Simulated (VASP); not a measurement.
# ZrB (Immm) in VASP: further runs

Runs on ZrB. Level: PBE. Tasks: single point.

Program: VASP 6.6.1. These are calculated values, not measurements. Logs are shortened: lines on timing, memory, paths and dates and some standing lists are left out, and cuts for length are marked.

**1. The cell of the first run**

It takes space group Immm (No. 71, orthorhombic). Conventional cell: a = 3.189 Å, b = 3.387 Å, c = 4.650 Å, α = 90.00°, β = 90.00°, γ = 90.00°. Zr (site symmetry mmm) has 6 B at 2.33 Å and 12 Zr at 3.19 to 3.39 Å within 3.4 Å. Within 3.4 Å of B (site symmetry mmm) lie 6 Zr at 2.33 Å and 12 B at 3.19 to 3.39 Å.

**2. Single point, PBE (strain -0.0600 x Voigt [0, 0, 0, 0, 1, 0])**

Contents of INCAR:

```
PREC = Accurate
ENCUT = 520
EDIFF = 1E-6
ISMEAR = 0
SIGMA = 0.15
LREAL = False
LASPH = True
NELM = 60
ALGO = Normal
ISIF = 2
LWAVE = False
LCHARG = False
GGA = PE
NBANDS = 14
```

Contents of KPOINTS:

```
regular mesh
0
Gamma
  18 18 18
```

Contents of POSCAR:

```
ZrB
1.0
   -0.0697500000      2.3250000000      2.3250000000
    2.2552500000      0.0000000000      2.2552500000
    2.3250000000      2.3250000000     -0.0697500000
Zr B
1 1
Direct
    0.0000000000      0.0000000000      0.0000000000
    0.5000000000      0.5000000000      0.5000000000
```

Potentials or basis: VASP PAW PBE potentials, release 64 (Zr_sv, B).

Run with:

```bash
$ cat potpaw_PBE.64/Zr_sv/POTCAR potpaw_PBE.64/B/POTCAR > POTCAR
$ mpirun -np 1 vasp_std > vasp.out
```

OUTCAR:

```text
PREC = Accurate
   ENCUT = 520
   EDIFF = 1E-6
   ISMEAR = 0
   LREAL = False
   LASPH = True
   NELM = 60
   ISIF = 2
   GGA = PE

 ion  position               nearest neighbor table
   1  0.000  0.000  0.000-   2 2.33   2 2.33   2 2.33   2 2.33   2 2.33   2 2.33
   2  0.500  0.500  0.500-   1 2.33   1 2.33   1 2.33   1 2.33   1 2.33   1 2.33

  LATTYP: Found a body centered orthorhombic cell.
 ALAT       =     3.1894051365
 B/A-ratio  =     1.0618556701
 C/A-ratio  =     1.4579521262

  Lattice vectors:

 A1 = (   2.3250000000,  -2.3250000000,  -0.0697500000)
 A2 = (  -2.3250000000,  -2.3250000000,   0.0697500000)
 A3 = (   0.0697500000,   2.3250000000,  -2.3250000000)

Analysis of symmetry for initial positions (statically):
=====================================================================
 Subroutine PRICEL returns:
 Original cell was already a primitive cell.

 Routine SETGRP: Setting up the symmetry group for a
 body centered orthorhombic supercell.

 Subroutine GETGRP returns: Found  8 space group operations
 (whereof  8 operations were pure point group operations)
 out of a pool of  8 trial point group operations.

The static configuration has the point symmetry D_2h.

Analysis of symmetry for dynamics (positions and initial velocities):
=====================================================================
 Subroutine PRICEL returns:
 Original cell was already a primitive cell.

 Routine SETGRP: Setting up the symmetry group for a
 body centered orthorhombic supercell.

 Subroutine GETGRP returns: Found  8 space group operations
 (whereof  8 operations were pure point group operations)
 out of a pool of  8 trial point group operations.

The dynamic configuration has the point symmetry D_2h.

 Subroutine INISYM returns: Found  8 space group operations
 (whereof  8 operations are pure point group operations),
 and found     1 'primitive' translations

----------------------------------------------------------------------------------------

                                     Primitive cell

  volume of cell :      25.1135

  direct lattice vectors                    reciprocal lattice vectors
    -0.069750000  2.325000000  2.325000000    -0.208790062  0.215053763  0.208790062
     2.255250000  0.000000000  2.255250000     0.221704911 -0.215053763  0.221704911
     2.325000000  2.325000000 -0.069750000     0.208790062  0.215053763 -0.208790062

  length of vectors
     3.288786260  3.189405137  3.288786260     0.365287148  0.380202914  0.365287148

  position of ions in fractional coordinates (direct lattice)
     0.000000000  0.000000000  0.000000000
     0.500000000  0.500000000  0.500000000

  ion indices of the primitive-cell ions
   primitive index   ion index
                 1           1
                 2           2

----------------------------------------------------------------------------------------

 KPOINTS: regular mesh

Automatic generation of k-mesh.
 Grid dimensions read from file:
 generate k-points for:   18   18   18

 Generating k-lattice:

  Cartesian coordinates                     Fractional coordinates (reciprocal lattice)
    -0.011599448  0.011947431  0.011599448     0.055555556  0.000000000 -0.000000000
     0.012316939 -0.011947431  0.012316939     0.000000000  0.055555556  0.000000000
     0.011599448  0.011947431 -0.011599448    -0.000000000  0.000000000  0.055555556

  Length of vectors
     0.020293730  0.021122384  0.020293730

  Shift w.r.t. Gamma in fractional coordinates (k-lattice)
     0.000000000  0.000000000  0.000000000

 Subroutine IBZKPT returns following result:
 ===========================================

 Found    865 irreducible k-points:

 Following reciprocal coordinates:
            Coordinates               Weight
  0.000000  0.000000  0.000000      1.000000
  0.055556  0.000000  0.000000      4.000000
  0.111111  0.000000  0.000000      4.000000
  0.166667  0.000000  0.000000      4.000000
  0.222222  0.000000  0.000000      4.000000
  0.277778  0.000000  0.000000      4.000000
[... 16 lines left out ...]
 -0.333333  0.055556  0.000000      8.000000
 -0.277778  0.055556  0.000000      8.000000
 [... further k-points ...]
   k-points           NKPTS =    865   k-points in BZ     NKDIM =    865   number of bands    NBANDS=     14
   number of dos      NEDOS =    301   number of ions     NIONS =      2
   total plane-waves  NPLWV =  13824
   dimension x,y,z NGX =    24 NGY =   24 NGZ =   24
   dimension x,y,z NGXF=    48 NGYF=   48 NGZF=   48
   ions per type =               1   1
   NGX,Y,Z   is equivalent  to a cutoff of  12.13, 12.51, 12.13 a.u.
   NGXF,Y,Z  is equivalent  to a cutoff of  24.26, 25.02, 24.26 a.u.
 SYSTEM =  unknown system
   PREC   = accura    normal or accurate (medium, high low for compatibility)
   ISTART =      0    job   : 0-new  1-cont  2-samecut
   ICHARG =      2    charge: 1-file 2-atom 10-const
   ISPIN  =      1    spin polarized calculation?
   LNONCOLLINEAR =      F non collinear calculations
   LSORBIT =      F    spin-orbit coupling
   LASPH  =      T    aspherical Exc in radial PAW
   ENCUT  =  520.0 eV  38.22 Ry    6.18 a.u.   6.11  5.93  6.11*2*pi/ulx,y,z
   NELM   =     60;   NELMIN=  2; NELMDL= -5     # of ELM steps
   EDIFF  = 0.1E-05   stopping-criterion for ELM
   LREAL  =      F    real-space projection
   EDIFFG = 0.1E-04   stopping-criterion for IOM
   NSW    =      0    number of steps for IOM
   IBRION =     -1    ionic relax: 0-MD 1-quasi-New 2-CG
   NFREE  =      0    steps in history (QN), initial steepest desc. (CG)
   ISIF   =      2    stress and relaxation
   ISYM   =      2    0-nonsym 1-usesym 2-fastsym
   POTIM  = 0.5000    time-step for ionic-motion
   TEBEG  =    0.0;   TEEND  =   0.0 temperature during run
   PSTRESS=    0.0 pullay stress
   NELECT =      15.0000    total number of electrons
   NUPDOWN=      -1.0000    fix difference up-down
   EMIN   =  10.00;   EMAX   =-10.00  energy-range for DOS
   EFERMI =   0.00;   METHOD = LEGACY
   ISMEAR =     0;   SIGMA  =   0.15  broadening in eV -4-tet -1-fermi 0-gaus
   EFERMI_NEDOS =   21; number of points for ismear=-14 and -15
   IALGO  =     38    algorithm
   IMIX   =      4    mixing-type and parameters
     AMIX     =   0.40;   BMIX     =  1.00
     AMIX_MAG =   1.60;   BMIX_MAG =  1.00
  volume/ion in A,a.u.               =      12.56        84.74
  Fermi-wavevector in a.u.,A,eV,Ry     =   1.378699  2.605362 25.862085  1.900810
  Thomas-Fermi vector in A             =   2.503736
   LORBIT       =      0    0 simple, 1 ext, 2 COOP (PROOUT), +10 PAW based schemes
   GGA     = PE    functional components
   LHFCALC =     F    Hartree Fock is set to
   AEXX    =    0.0000 exact exchange contribution
   IVDW    =     0    specifies the selected vdW correction
   LEPSILON=     F    determine dielectric tensor
   LRPA    =     F    only Hartree local field effects (RPA)
 non-spin polarized calculation
 Gauss-broadening in eV      SIGMA  =   0.15
  energy-cutoff  :      520.00
  volume of cell :       25.11
 maximum number of plane-waves:       692
   NGX = 13   NGY = 11   NGZ = 13

 number of electron      15.0000000 magnetization

 Free energy of the ion-electron system (eV)
  ---------------------------------------------------
  ext. energy  EPLUGINS =         0.00000000
  ---------------------------------------------------
  free energy    TOTEN  =       -15.56671704 eV

  energy without entropy =      -15.55472548  energy(sigma->0) =      -15.56072126

 E-fermi :   9.0548     XC(G=0): -12.2263

 val. band max:        9.0500484951   @ k =  -0.1667   0.0000   0.1667
 cond. band min:       9.0553733288   @ k =   0.1667   0.0000   0.1111
 fundamental gap:      0.0053248336
 Fermi energy:         9.0548418222

 k-point     1 :       0.0000    0.0000    0.0000
  band No.  band energies     occupation
      1     -37.7471      2.00000
      2     -15.5387      2.00000
      3     -15.4827      2.00000
      4     -15.4279      2.00000
      5       0.6941      2.00000
      6      10.5497      0.00000
      7      10.8873      0.00000
      8      11.3931      0.00000
      9      12.6359      0.00000
     10      12.7692      0.00000
     11      12.7741      0.00000
     12      12.8311      0.00000
     13      13.1133      0.00000
     14      20.2197      0.00000

 k-point     2 :       0.0556    0.0000    0.0000
  band No.  band energies     occupation
      1     -37.7439      2.00000
      2     -15.5604      2.00000
      3     -15.4925      2.00000
      4     -15.4308      2.00000
      5       0.7771      2.00000
      6      10.3548      0.00000
      7      10.7558      0.00000
      8      11.3426      0.00000
      9      11.9565      0.00000
     10      12.1254      0.00000
     11      12.8560      0.00000
     12      13.8108      0.00000
     13      13.9730      0.00000
     14      20.4000      0.00000

 k-point     3 :       0.1111    0.0000    0.0000
  band No.  band energies     occupation
      1     -37.7346      2.00000
      2     -15.6375      2.00000
      3     -15.5054      2.00000
      4     -15.4392      2.00000
      5       1.0195      2.00000
      6       9.7949      0.00000
      7      10.3507      0.00000
      8      10.8705      0.00000
      9      11.6478      0.00000
     10      11.9664      0.00000
     11      13.1807      0.00000
     12      14.9577      0.00000
     13      15.0799      0.00000
     14      20.9096      0.00000
[... 324 lines left out ...]
 k-point    23 :      -0.3333    0.0556    0.0000
  band No.  band energies     occupation
      1     -37.6577      2.00000
      2     -16.2559      2.00000
      3     -15.5616      2.00000
      4     -15.5214      2.00000
      5       3.3760      2.00000
      6       6.6925      2.00000
      7       7.9971      2.00000
      8       8.5421      2.00000
      9      13.2004      0.00000
     10      14.0806      0.00000
     11      15.0689      0.00000
     12      19.5288      0.00000
     13      20.0450      0.00000
     14      21.0210      0.00000

 k-point    24 :      -0.2778    0.0556    0.0000
  band No.  band energies     occupation
      1     -37.6743      2.00000
      2     -16.1230      2.00000
      3     -15.5521      2.00000
      4     -15.5060      2.00000
      5       2.7459      2.00000
      6       7.3601      2.00000
      7       8.3494      2.00000
      8       8.8979      1.86115
      9      12.6433      0.00000
     10      13.6120      0.00000
     11      14.5364      0.00000
     12      18.4049      0.00000
     13      19.8807      0.00000
     14      21.1449      0.00000

 [... further k-points ...]
[... 5 lines left out ...]
  --------------------------------------------------------------------------------------
  -------------------------------------------------------------------------------------
  Total        5.5167320      5.4985240      5.5167320     -0.0000000     -0.0000000      0.5497846
  in kB      351.9529768    350.7913573    351.9529768     -0.0000000     -0.0000000     35.0748086
  external PRESSURE =     351.5657703 kB  Pullay stress =       0.0000000 kB

 VOLUME and BASIS-vectors are now :
 -----------------------------------------------------------------------------
  energy-cutoff  :      520.00
  volume of cell :       25.11
      direct lattice vectors                 reciprocal lattice vectors
    -0.069750000  2.325000000  2.325000000    -0.208790062  0.215053763  0.208790062
     2.255250000  0.000000000  2.255250000     0.221704911 -0.215053763  0.221704911
     2.325000000  2.325000000 -0.069750000     0.208790062  0.215053763 -0.208790062

 POSITION                                       TOTAL-FORCE (eV/Angst)
 -----------------------------------------------------------------------------------
      0.00000      0.00000      0.00000         0.000000      0.000000     -0.000000
      2.25525      2.32500      2.25525        -0.000000      0.000000      0.000000
 -----------------------------------------------------------------------------------
    total drift:                                0.000000     -0.000000     -0.000000

  FREE ENERGIE OF THE ION-ELECTRON SYSTEM (eV)
  ---------------------------------------------------
  free  energy   TOTEN  =       -15.5667170401 eV

  energy  without entropy=      -15.5547254846  energy(sigma->0) =      -15.56072126
```

It took 87 s on 1 thread of Intel Xeon Platinum 8559C (Emerald Rapids), shared host; peak memory 0.4 GiB.

What came out:

| Quantity | Value |
| --- | --- |
| Free energy | -15.5667 eV |
| Pressure | 35.2 GPa |
| Band gap on the k mesh | zero (an odd number of electrons rules out a gap without spin polarisation) |

Caveat: the cell differs from its parent crystal (strain -0.0600 x Voigt [0, 0, 0, 0, 1, 0]); the cell stands under pressure.

**3. Single point, PBE (strain +0.0450 x Voigt [0, 0, 0, 0, 1, 0])**

Contents of INCAR:

```
SYSTEM = ZrB
PREC = Accurate
ENCUT = 520
EDIFF = 1E-7
ISMEAR = 0
SIGMA = 0.15
LREAL = .False.
LASPH = .True.
NELM = 60
ALGO = Normal
ISIF = 2
LWAVE = .False.
LCHARG = .True.
GGA = PE
LELF = .True.
LVHAR = .True.
NBANDS = 14
```

Contents of KPOINTS:

```
regular mesh
0
Gamma
  18 18 18
  0 0 0
```

Contents of POSCAR:

```
ZrB
1.0
    0.0523125000      2.3250000000      2.3250000000
    2.3773125000      0.0000000000      2.3773125000
    2.3250000000      2.3250000000      0.0523125000
Zr B
1 1
Direct
    0.0000000000      0.0000000000      0.0000000000
    0.5000000000      0.5000000000      0.5000000000
```

Potentials or basis: VASP PAW PBE potentials, release 64 (Zr_sv, B).

Run with:

```bash
$ cat potpaw_PBE.64/Zr_sv/POTCAR potpaw_PBE.64/B/POTCAR > POTCAR
$ mpirun -np 1 vasp_std > vasp.out
```

Run time: 2 min. Hardware: 1 thread of Intel Xeon Platinum 8559C (Emerald Rapids), shared host; peak memory 0.41 GiB.

The run converged. Its results:

```yaml
Free_energy: -15.5762 eV
Pressure: 35.1 GPa
Band_gap_on_the_k_mesh: zero (an odd number of electrons rules out a gap without spin polarisation)
```

Stress tensor (GPa, compression positive):
```
35.09  0.00 -2.68
 0.00 35.08  0.00
-2.68  0.00 35.09
```

Levels at points of the mesh, in eV from the Fermi level:
| k point | band 5 | band 6 | band 7 | band 8 | band 9 | band 10 | band 11 | band 12 |
| --- | --- | --- | --- | --- | --- | --- | --- | --- |
| (0.00, 0.00, 0.00) | -8.35 | 1.60 | 1.87 | 2.24 | 3.64 | 3.71 | 3.71 | 3.80 |
| (0.50, 0.00, 0.00) | -4.22 | -3.50 | -1.73 | -1.38 | 5.65 | 5.97 | 7.58 | 8.13 |
| (0.00, 0.50, 0.00) | -4.20 | -3.74 | -1.46 | -1.09 | 5.37 | 5.89 | 7.30 | 8.39 |
| (0.50, 0.50, 0.00) | -6.50 | -1.14 | -0.32 | 2.54 | 2.54 | 5.42 | 6.91 | 6.92 |
| (0.50, 0.00, 0.50) | -6.52 | -1.14 | -0.31 | 2.29 | 2.80 | 5.48 | 6.93 | 6.94 |

Caveat: the cell differs from its parent crystal (strain +0.0450 x Voigt [0, 0, 0, 0, 1, 0]); the cell stands under pressure.

**4. Single point, PBE (strain -0.0300 x Voigt [0, 0, 0, 0, 1, 0])**

Contents of INCAR:

```
PREC = Accurate
ENCUT = 520
EDIFF = 1E-6
ISMEAR = 0
SIGMA = 0.15
LREAL = False
LASPH = True
NELM = 80
ALGO = Normal
ISIF = 2
LWAVE = False
LCHARG = False
GGA = PE
NBANDS = 14
```

Contents of KPOINTS:

```
Automatic mesh
0
Gamma
  18 18 18
```

Contents of POSCAR:

```
ZrB
1.0
   -0.0348750000      2.3250000000      2.3250000000
    2.2901250000      0.0000000000      2.2901250000
    2.3250000000      2.3250000000     -0.0348750000
Zr B
1 1
Direct
    0.0000000000      0.0000000000      0.0000000000
    0.5000000000      0.5000000000      0.5000000000
```

Run with:

```bash
$ cat potpaw_PBE.64/Zr_sv/POTCAR potpaw_PBE.64/B/POTCAR > POTCAR
$ mpirun -np 1 vasp_std > vasp.out
```

It took 91 s on 1 thread of Intel Xeon Platinum 8559C (Emerald Rapids), shared host; peak memory 0.4 GiB.

The run converged. Its results:

* Free energy: -15.5830 eV
* Pressure: 35.0 GPa
* Band gap on the k mesh: zero (an odd number of electrons rules out a gap without spin polarisation)

Stress tensor (GPa, compression positive):
```
35.02  0.00  1.78
 0.00 35.05  0.00
 1.78  0.00 35.02
```

Levels at points of the mesh, in eV from the Fermi level:
```tsv
k point	band 6	band 7	band 8	band 9	band 10	band 11
(0.00, 0.00, 0.00)	1.71	1.90	2.14	3.70	3.71	3.71
(0.50, 0.00, 0.00)	-3.69	-1.44	-1.19	5.53	5.85	7.32
(0.00, 0.50, 0.00)	-3.53	-1.62	-1.39	5.70	5.93	7.50
(0.50, 0.50, 0.00)	-1.13	-0.31	2.54	2.55	5.46	6.93
(0.50, 0.00, 0.50)	-1.13	-0.30	2.38	2.72	5.48	6.93
```

Caveat: the cell differs from its parent crystal (strain -0.0300 x Voigt [0, 0, 0, 0, 1, 0]); the cell stands under pressure.

**5. Single point, PBE (strain +0.0150 x Voigt [0, 0, 0, 0, 1, 0])**

Contents of INCAR:

```
  PREC = Accurate
  ENCUT = 520
  EDIFF = 1E-7
  ISMEAR = 0
  SIGMA = 0.15
  LREAL = False
  LASPH = True
  NELM = 80
  ALGO = Normal
  ISIF = 2
  LWAVE = False
  LCHARG = False
  GGA = PE
  NBANDS = 14
```

KPOINTS is that of step 4.

Contents of POSCAR:

```
ZrB
1.0
    0.0174375000      2.3250000000      2.3250000000
    2.3424375000      0.0000000000      2.3424375000
    2.3250000000      2.3250000000      0.0174375000
Zr B
1 1
Direct
    0.0000000000      0.0000000000      0.0000000000
    0.5000000000      0.5000000000      0.5000000000
```

Run with:

```bash
$ cat potpaw_PBE.64/Zr_sv/POTCAR potpaw_PBE.64/B/POTCAR > POTCAR
$ mpirun -np 1 vasp_std > vasp.out
```

It took 1.9 min on 1 thread of Intel Xeon Platinum 8559C (Emerald Rapids), shared host; peak memory 0.41 GiB.

It converged, with:

```yaml
Free_energy: -15.5870 eV
Pressure: 35.0 GPa
Band_gap_on_the_k_mesh: zero (an odd number of electrons rules out a gap without spin polarisation)
```

Stress tensor (GPa, compression positive):
```
35.00  0.00 -0.87
 0.00 35.01  0.00
-0.87  0.00 35.00
```

Levels at points of the mesh, in eV from the Fermi level:
| k point | band 5 | band 6 | band 7 | band 8 | band 9 | band 10 | band 11 | band 12 |
| --- | --- | --- | --- | --- | --- | --- | --- | --- |
| (0.00, 0.00, 0.00) | -8.33 | 1.82 | 1.92 | 2.03 | 3.71 | 3.71 | 3.76 | 3.82 |
| (0.50, 0.00, 0.00) | -4.20 | -3.57 | -1.51 | -1.39 | 5.74 | 5.87 | 7.43 | 8.22 |
| (0.00, 0.50, 0.00) | -4.19 | -3.65 | -1.42 | -1.30 | 5.66 | 5.82 | 7.34 | 8.30 |
| (0.50, 0.50, 0.00) | -6.49 | -1.12 | -0.30 | 2.55 | 2.55 | 5.48 | 6.94 | 6.94 |
| (0.50, 0.00, 0.50) | -6.50 | -1.12 | -0.30 | 2.47 | 2.64 | 5.48 | 6.94 | 6.94 |

Caveat: the cell differs from its parent crystal (strain +0.0150 x Voigt [0, 0, 0, 0, 1, 0]); the cell stands under pressure.

**6. Overview**

| cell | gap on the mesh (eV) | pressure (GPa) |
| --- | --- | --- |
| a = 3.289, b = 3.189 Å, angles 61.0, 62.0, 61.0°, 2 atoms | none | 35.2 |
| a = 3.288, b = 3.362 Å, angles 59.3, 58.5, 59.3°, 2 atoms | none | 35.1 |
| a = 3.288, b = 3.239 Å, angles 60.5, 61.0, 60.5°, 2 atoms | none | 35.0 |
| a = 3.288, b = 3.313 Å, angles 59.8, 59.5, 59.8°, 2 atoms | none | 35.0 |

Alike in all rows: task single point; level PBE; potentials or basis VASP PAW PBE potentials, release 64 (Zr_sv, B); no spin polarisation; k mesh 18 × 18 × 18; cutoff (eV) 520; smearing gaussian 0.15 eV.

Caveats: the cell stands under pressure.

Absolute energies hang on the potentials; compare differences alone.
